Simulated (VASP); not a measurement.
# Ca32HO31 (a cell with a defect) in VASP: single point with PBEsol

Aim: the single point of Ca32HO31 (a cell with a defect) with PBEsol.

Everything below comes from runs of VASP 6.6.1. Logs are shortened: lines on timing, memory, paths and dates and some standing lists are left out, and cuts for length are marked.

**1. The cell of the first run**

The cell holds a defect, 64 atoms: a = 9.535 Å, b = 9.535 Å, c = 9.535 Å, α = 90.00°, β = 90.00°, γ = 90.00°.

**2. Single point, PBEsol**

INCAR

```
ALGO = Normal
EDIFF = 1E-6
ENCUT = 520
GGA = PS
ISIF = 2
ISMEAR = -1
ISYM = 0
LASPH = T
LCHARG = F
LREAL = Auto
LWAVE = F
NBANDS = 292
NELECT = 508.0
NELM = 100
PREC = Accurate
SIGMA = 0.05
```

KPOINTS

```
Automatic mesh
0
Gamma
  1 1 1
  0.25 0.25 0.25
```

POSCAR

```
Ca32HO31
1.0
    9.5352000000      0.0000000000      0.0000000000
    0.0000000000      9.5352000000      0.0000000000
    0.0000000000      0.0000000000      9.5352000000
O H Ca
31 1 32
Direct
    0.2496850000      0.0004380000      0.9994830000
    0.2496220000      0.0003760000      0.4995290000
    0.2496960000      0.5004420000      0.9995860000
    0.7497160000      0.0004400000      0.9994970000
    0.7496330000      0.0004340000      0.4995320000
    0.7496730000      0.5004210000      0.9994880000
    0.7496450000      0.5004240000      0.4994900000
    0.0000520000      0.2509030000      0.9999090000
    0.0000050000      0.2509080000      0.5008680000
    0.9999750000      0.7501470000      0.9996250000
    0.0016900000      0.7483640000      0.4995400000
    0.4992530000      0.2508130000      0.9995260000
    0.4974290000      0.2525860000      0.4995650000
    0.4992070000      0.7500820000      0.9992330000
    0.4992200000      0.7501120000      0.4983020000
    0.0000820000      0.0009040000      0.2499570000
    0.0000960000      0.0005360000      0.7491980000
    0.9999410000      0.5017930000      0.2499140000
    0.0020000000      0.5005480000      0.7473420000
    0.4993680000      0.0004850000      0.2498230000
    0.4993260000      0.0001420000      0.7491300000
    0.4974980000      0.5004870000      0.2517010000
    0.4993980000      0.4992160000      0.7491640000
    0.2509330000      0.2507190000      0.2499600000
    0.2496630000      0.2527660000      0.7473600000
    0.2496170000      0.7482940000      0.2517820000
    0.2483970000      0.7501970000      0.7493080000
    0.7499570000      0.2507720000      0.2500090000
    0.7496250000      0.2507860000      0.7492260000
    0.7495670000      0.7501190000      0.2498720000
    0.7493420000      0.7500790000      0.7491770000
    0.2495050000      0.5003240000      0.4998460000
    0.9992870000      0.0004180000      0.9995690000
    0.9980370000      0.0003840000      0.4994030000
    0.9980630000      0.5002360000      0.9995530000
    0.9901860000      0.5003090000      0.4994690000
    0.4999430000      0.0004350000      0.9995930000
    0.5012510000      0.0004300000      0.4997700000
    0.5011810000      0.5006120000      0.9996070000
    0.5090750000      0.5005290000      0.4996830000
    0.2494730000      0.2488820000      0.9995160000
    0.2495660000      0.2408810000      0.4994850000
    0.2497940000      0.7519760000      0.9995740000
    0.2497460000      0.7599040000      0.4996040000
    0.7496130000      0.2500950000      0.9994990000
    0.7496340000      0.2488930000      0.4994060000
    0.7496780000      0.7507780000      0.9996560000
    0.7497060000      0.7519780000      0.4996720000
    0.2494470000      0.0004350000      0.2479970000
    0.2497680000      0.0003380000      0.7511690000
    0.2495720000      0.5003430000      0.2401540000
    0.2497320000      0.5005090000      0.7591060000
    0.7496410000      0.0004710000      0.2491880000
    0.7496700000      0.0004290000      0.7499670000
    0.7495910000      0.5002560000      0.2480550000
    0.7495830000      0.5006280000      0.7511250000
    0.0007330000      0.2515170000      0.2506140000
    0.9996170000      0.2504090000      0.7495710000
    0.9996290000      0.7503960000      0.2495390000
    0.9995960000      0.7503840000      0.7495650000
    0.4996520000      0.2503800000      0.2495390000
    0.4997010000      0.2503160000      0.7495900000
    0.4996570000      0.7504570000      0.2495010000
    0.4985500000      0.7493700000      0.7485360000
```

Potentials or basis: VASP PAW PBE potentials, release 64 (O, H, Ca_sv).

Launch:

```
cat potpaw_PBE.64/O/POTCAR potpaw_PBE.64/H/POTCAR potpaw_PBE.64/Ca_sv/POTCAR > POTCAR
mpirun -np 1 vasp_std > vasp.out
```

OUTCAR:

```text
EDIFF = 1E-6
   ENCUT = 520
   GGA = PS
   ISIF = 2
   ISMEAR = -1
   ISYM = 0
   LASPH = T
   LREAL = Auto
   NELECT = 508.0
   NELM = 100
   PREC = Accurate

 ion  position               nearest neighbor table
   1  0.250  0.000  0.999-  50 2.37  41 2.37  43 2.37  49 2.37  37 2.39  33 2.39
   2  0.250  0.000  0.500-  44 2.29  42 2.29  49 2.40  34 2.40  38 2.40  50 2.40
   3  0.250  0.500  1.000-  52 2.29  51 2.29  39 2.40  43 2.40  41 2.40  35 2.40
   4  0.750  0.000  0.999-  54 2.38  33 2.38  45 2.38  47 2.38  53 2.38  37 2.38
   5  0.750  0.000  0.500-  38 2.37  34 2.37  48 2.37  46 2.37  53 2.39  54 2.39
   6  0.750  0.500  0.999-  56 2.37  35 2.37  39 2.37  55 2.37  45 2.39  47 2.39
[... 23 lines left out ...]
  30  0.750  0.750  0.250-  48 2.38  55 2.38  63 2.38  59 2.38  47 2.39  53 2.39
  31  0.749  0.750  0.749-  56 2.38  48 2.38  60 2.39  54 2.39  47 2.39  64 2.39
  32  0.250  0.500  0.500-
  33  0.999  0.000  1.000-   4 2.38  10 2.39  17 2.39  16 2.39   1 2.39   8 2.39
  34  0.998  0.000  0.499-   5 2.37  16 2.38  17 2.38   9 2.39   2 2.40  11 2.40
  35  0.998  0.500  1.000-   6 2.37   8 2.38  10 2.38  18 2.39   3 2.40  19 2.41
  36  0.990  0.500  0.499-   7 2.29  19 2.37  11 2.37   9 2.38  18 2.38
  37  0.500  0.000  1.000-   4 2.38  20 2.39   1 2.39  14 2.39  12 2.39  21 2.39
  38  0.501  0.000  0.500-   5 2.37  21 2.38  20 2.38  15 2.39   2 2.40  13 2.40
  39  0.501  0.501  1.000-   6 2.37  14 2.38  12 2.38  23 2.39   3 2.40  22 2.40
  40  0.509  0.501  0.500-   7 2.29  13 2.37  22 2.37  23 2.38  15 2.38
  41  0.249  0.249  1.000-   1 2.37   8 2.38  12 2.38  24 2.39   3 2.40  25 2.40
  42  0.250  0.241  0.499-   2 2.29  13 2.37  25 2.37  24 2.38   9 2.38
  43  0.250  0.752  1.000-   1 2.37  14 2.38  10 2.38  27 2.39   3 2.40  26 2.41
  44  0.250  0.760  0.500-   2 2.29  26 2.37  11 2.37  15 2.38  27 2.38
  45  0.750  0.250  0.999-   4 2.38  29 2.39   6 2.39  12 2.39   8 2.39  28 2.39
  46  0.750  0.249  0.499-   5 2.37  28 2.38  29 2.38   9 2.39   7 2.40  13 2.41
  47  0.750  0.751  1.000-   4 2.38  30 2.39  10 2.39   6 2.39  14 2.39  31 2.39
  48  0.750  0.752  0.500-   5 2.37  31 2.38  30 2.38  15 2.39   7 2.40  11 2.40
  49  0.249  0.000  0.248-   1 2.37  16 2.38  20 2.38  24 2.39   2 2.40  26 2.40
  50  0.250  0.000  0.751-   1 2.37  21 2.38  17 2.38  27 2.39   2 2.40  25 2.41
  51  0.250  0.500  0.240-   3 2.29  22 2.37  26 2.37  24 2.38  18 2.38
  52  0.250  0.501  0.759-   3 2.29  19 2.36  25 2.36  23 2.38  27 2.38
  53  0.750  0.000  0.249-   4 2.38  20 2.39  28 2.39   5 2.39  30 2.39  16 2.39
  54  0.750  0.000  0.750-   4 2.38  21 2.39  31 2.39  29 2.39  17 2.39   5 2.39
  55  0.750  0.500  0.248-   6 2.37  28 2.38  30 2.38  18 2.39   7 2.40  22 2.40
  56  0.750  0.501  0.751-   6 2.37  31 2.38  29 2.38  23 2.39   7 2.40  19 2.41
  57  0.001  0.252  0.251-  24 2.39   9 2.39  18 2.39  16 2.39   8 2.39  28 2.39
  58  1.000  0.250  0.750-   9 2.37  17 2.38  29 2.38  25 2.38  19 2.39   8 2.39
  59  1.000  0.750  0.250-  18 2.37  10 2.38  26 2.38  11 2.38  30 2.38  16 2.39
  60  1.000  0.750  0.750-  27 2.37  19 2.38  11 2.38  10 2.38  17 2.39  31 2.39
  61  0.500  0.250  0.250-  24 2.37  20 2.38  12 2.38  13 2.38  22 2.38  28 2.39
  62  0.500  0.250  0.750-  23 2.37  29 2.38  12 2.38  13 2.38  25 2.38  21 2.39
  63  0.500  0.750  0.250-  15 2.37  30 2.38  22 2.38  20 2.38  26 2.38  14 2.39
  64  0.499  0.749  0.749-  27 2.39  23 2.39  15 2.39  14 2.39  21 2.39  31 2.39

IMPORTANT INFORMATION: All symmetrisations will be switched off!
NOSYMM: (Re-)initialisation of all symmetry stuff for point group C_1.

----------------------------------------------------------------------------------------

                                     Primitive cell

  volume of cell :     866.9408

  direct lattice vectors                    reciprocal lattice vectors
     9.535200000  0.000000000  0.000000000     0.104874570  0.000000000  0.000000000
     0.000000000  9.535200000  0.000000000     0.000000000  0.104874570  0.000000000
     0.000000000  0.000000000  9.535200000     0.000000000  0.000000000  0.104874570

  length of vectors
     9.535200000  9.535200000  9.535200000     0.104874570  0.104874570  0.104874570

  position of ions in fractional coordinates (direct lattice)
     0.249685000  0.000438000  0.999483000
     0.249622000  0.000376000  0.499529000
     0.249696000  0.500442000  0.999586000
     0.749716000  0.000440000  0.999497000
     0.749633000  0.000434000  0.499532000
     0.749673000  0.500421000  0.999488000
[... 56 lines left out ...]
     0.499657000  0.750457000  0.249501000
     0.498550000  0.749370000  0.748536000

  ion indices of the primitive-cell ions
   primitive index   ion index
                 1           1
                 2           2
                 3           3
                 4           4
[... 82 lines left out ...]
 Subroutine IBZKPT returns following result:
 ===========================================

 Found      4 irreducible k-points:

 Following reciprocal coordinates:
            Coordinates               Weight
  0.250000  0.250000  0.250000      2.000000
 -0.250000  0.250000  0.250000      2.000000
 -0.250000 -0.250000  0.250000      2.000000
  0.250000 -0.250000  0.250000      2.000000
   k-points           NKPTS =      4   k-points in BZ     NKDIM =      4   number of bands    NBANDS=    292
   number of dos      NEDOS =    301   number of ions     NIONS =     64
   total plane-waves  NPLWV = 373248
   dimension x,y,z NGX =    72 NGY =   72 NGZ =   72
   dimension x,y,z NGXF=   144 NGYF=  144 NGZF=  144
   ions per type =              31   1  32
   NGX,Y,Z   is equivalent  to a cutoff of  12.55, 12.55, 12.55 a.u.
   NGXF,Y,Z  is equivalent  to a cutoff of  25.11, 25.11, 25.11 a.u.
 SYSTEM =  unknown system
   PREC   = accura    normal or accurate (medium, high low for compatibility)
   ISTART =      0    job   : 0-new  1-cont  2-samecut
   ICHARG =      2    charge: 1-file 2-atom 10-const
   ISPIN  =      1    spin polarized calculation?
   LNONCOLLINEAR =      F non collinear calculations
   LSORBIT =      F    spin-orbit coupling
   LASPH  =      T    aspherical Exc in radial PAW
   ENCUT  =  520.0 eV  38.22 Ry    6.18 a.u.  17.73 17.73 17.73*2*pi/ulx,y,z
   NELM   =    100;   NELMIN=  2; NELMDL= -5     # of ELM steps
   EDIFF  = 0.1E-05   stopping-criterion for ELM
   LREAL  =      T    real-space projection
   EDIFFG = 0.1E-04   stopping-criterion for IOM
   NSW    =      0    number of steps for IOM
   IBRION =     -1    ionic relax: 0-MD 1-quasi-New 2-CG
   NFREE  =      0    steps in history (QN), initial steepest desc. (CG)
   ISIF   =      2    stress and relaxation
   ISYM   =      0    0-nonsym 1-usesym 2-fastsym
   POTIM  = 0.5000    time-step for ionic-motion
   TEBEG  =    0.0;   TEEND  =   0.0 temperature during run
   PSTRESS=    0.0 pullay stress
   NELECT =     508.0000    total number of electrons
   NUPDOWN=      -1.0000    fix difference up-down
   EMIN   =  10.00;   EMAX   =-10.00  energy-range for DOS
   EFERMI =   0.00;   METHOD = LEGACY
   ISMEAR =    -1;   SIGMA  =   0.05  broadening in eV -4-tet -1-fermi 0-gaus
   EFERMI_NEDOS =   21; number of points for ismear=-14 and -15
   IALGO  =     38    algorithm
   IMIX   =      4    mixing-type and parameters
     AMIX     =   0.40;   BMIX     =  1.00
     AMIX_MAG =   1.60;   BMIX_MAG =  1.00
  volume/ion in A,a.u.               =      13.55        91.41
  Fermi-wavevector in a.u.,A,eV,Ry     =   1.369934  2.588800 25.534309  1.876719
  Thomas-Fermi vector in A             =   2.495765
   LORBIT       =      0    0 simple, 1 ext, 2 COOP (PROOUT), +10 PAW based schemes
   GGA     = PS    functional components
   LHFCALC =     F    Hartree Fock is set to
   AEXX    =    0.0000 exact exchange contribution
   IVDW    =     0    specifies the selected vdW correction
   LEPSILON=     F    determine dielectric tensor
   LRPA    =     F    only Hartree local field effects (RPA)
 non-spin polarized calculation
  energy-cutoff  :      520.00
  volume of cell :      866.94
 maximum number of plane-waves:     23336
 NGX is ok and might be reduce to    70
   NGX = 35   NGY = 35   NGZ = 35

 number of electron     507.9999770 magnetization

 Free energy of the ion-electron system (eV)
  ---------------------------------------------------
  ext. energy  EPLUGINS =         0.00000000
  ---------------------------------------------------
  free energy    TOTEN  =      -414.81911478 eV

  energy without entropy =     -414.64405652  energy(sigma->0) =     -414.73158565

 E-fermi :   6.2433     XC(G=0): -10.8524

 val. band max:        6.2373730868   @ k =  -0.2500  -0.2500   0.2500
 cond. band min:       6.3019914217   @ k =   0.2500  -0.2500   0.2500
 fundamental gap:      0.0646183349
 Fermi energy:         6.2432820506

 k-point     1 :       0.2500    0.2500    0.2500
  band No.  band energies     occupation
      1     -35.0440      2.00000
      2     -35.0162      2.00000
      3     -35.0152      2.00000
      4     -35.0140      2.00000
      5     -34.9992      2.00000
      6     -34.9987      2.00000
[... 1065 lines left out ...]
    265       7.7400      0.00000
    266       7.7950      0.00000
 [bands above 266 left out]

------------------------ aborting loop because EDIFF is reached ----------------------------------------

  FORCE on cell =-STRESS in cart. coord.  units (eV):
  Direction    XX          YY          ZZ          XY          YZ          ZX
  --------------------------------------------------------------------------------------
  -------------------------------------------------------------------------------------
  Total       10.4009011     10.4087382     10.4055216      0.0763979      0.0780339      0.0645966
  in kB       19.2217147     19.2361984     19.2302539      0.1411896      0.1442130      0.1193798
  external PRESSURE =      19.2293890 kB  Pullay stress =       0.0000000 kB

 VOLUME and BASIS-vectors are now :
 -----------------------------------------------------------------------------
  energy-cutoff  :      520.00
  volume of cell :      866.94
      direct lattice vectors                 reciprocal lattice vectors
     9.535200000  0.000000000  0.000000000     0.104874570  0.000000000  0.000000000
     0.000000000  9.535200000  0.000000000     0.000000000  0.104874570  0.000000000
     0.000000000  0.000000000  9.535200000     0.000000000  0.000000000  0.104874570

 POSITION                                       TOTAL-FORCE (eV/Angst)
 -----------------------------------------------------------------------------------
      2.38080      0.00418      9.53027        -0.001235     -0.000555      0.006200
      2.38020      0.00359      4.76311         0.002317      0.000743      0.003487
      2.38090      4.77181      9.53125        -0.002160     -0.001661      0.005169
      7.14869      0.00420      9.53040        -0.002534     -0.000292      0.004746
      7.14790      0.00414      4.76314         0.002087     -0.001191      0.003515
      7.14828      4.77161      9.53032        -0.000447     -0.000194      0.005633
[... 56 lines left out ...]
      4.76433      7.15576      2.37904        -0.001695      0.002189     -0.002295
      4.75377      7.14539      7.13744         0.086279      0.084563      0.079529
 -----------------------------------------------------------------------------------
    total drift:                                0.006485     -0.005474      0.008913

  FREE ENERGIE OF THE ION-ELECTRON SYSTEM (eV)
  ---------------------------------------------------
  free  energy   TOTEN  =      -414.8191147829 eV

  energy  without entropy=     -414.6440565234  energy(sigma->0) =     -414.73158565
```

Run time: 39 min. Hardware: 1 thread of Intel Xeon Platinum 8259CL at 2.50GHz (Skylake/Cascade Lake), shared host; peak memory 1.2 GiB.

Results:

- Free energy: -414.8191 eV
- Largest force: 0.152 eV/Å

Forces on the atoms (eV/Å):
```
O   -0.001 -0.001  0.006
O    0.002  0.001  0.003
O   -0.002 -0.002  0.005
O   -0.003  0.000  0.005
O    0.002 -0.001  0.004
O    0.000  0.000  0.006
O   -0.001  0.000  0.005
O    0.008  0.005  0.002
O    0.076  0.073 -0.098
O    0.002 -0.005 -0.003
O   -0.016  0.018  0.000
O    0.001  0.000  0.002
O    0.025 -0.021 -0.001
O   -0.007 -0.012 -0.003
O   -0.075 -0.079  0.094
O    0.007 -0.005  0.008
O   -0.005 -0.006  0.002
O    0.082 -0.102  0.077
O   -0.036 -0.005  0.027
O   -0.004 -0.003  0.006
O   -0.013 -0.005 -0.006
O    0.020 -0.003 -0.020
O   -0.082  0.093 -0.075
O   -0.096  0.085  0.075
O   -0.001 -0.032  0.025
O    0.001  0.019 -0.024
O    0.093 -0.083 -0.083
O    0.005  0.013  0.005
O    0.004  0.003 -0.002
O    0.004 -0.004  0.003
O   -0.005 -0.012 -0.009
H    0.003  0.003 -0.007
Ca  -0.011  0.014  0.010
Ca  -0.006 -0.015  0.020
Ca  -0.007  0.026 -0.021
Ca  -0.013  0.022  0.020
Ca   0.017 -0.010 -0.014
Ca   0.006  0.020 -0.026
Ca   0.011 -0.022  0.017
Ca   0.015 -0.019 -0.019
Ca   0.022 -0.008 -0.020
Ca   0.017 -0.011  0.021
Ca  -0.023  0.011  0.022
Ca  -0.021  0.014 -0.013
Ca   0.012 -0.012  0.016
Ca  -0.021 -0.010  0.020
Ca  -0.014  0.014 -0.018
Ca   0.013  0.011 -0.019
Ca   0.024 -0.021 -0.009
Ca  -0.019  0.030  0.003
Ca   0.017  0.018 -0.016
Ca  -0.015 -0.016  0.009
Ca   0.012  0.011 -0.012
Ca  -0.011 -0.012  0.008
Ca  -0.020  0.021 -0.014
Ca   0.026 -0.021  0.007
Ca  -0.085 -0.082 -0.081
Ca   0.004  0.005  0.005
Ca  -0.001  0.013  0.001
Ca  -0.003  0.006  0.000
Ca   0.006  0.003  0.001
Ca  -0.006  0.003 -0.003
Ca  -0.002  0.002 -0.002
Ca   0.086  0.085  0.080
```

Caveat: the cell carries a net charge on a neutralising background, which shifts energy and pressure; the cell is charged against a uniform background, so pressure and absolute levels hang on convention; the PAW data sets were made with another functional, which shifts forces and pressure a little.
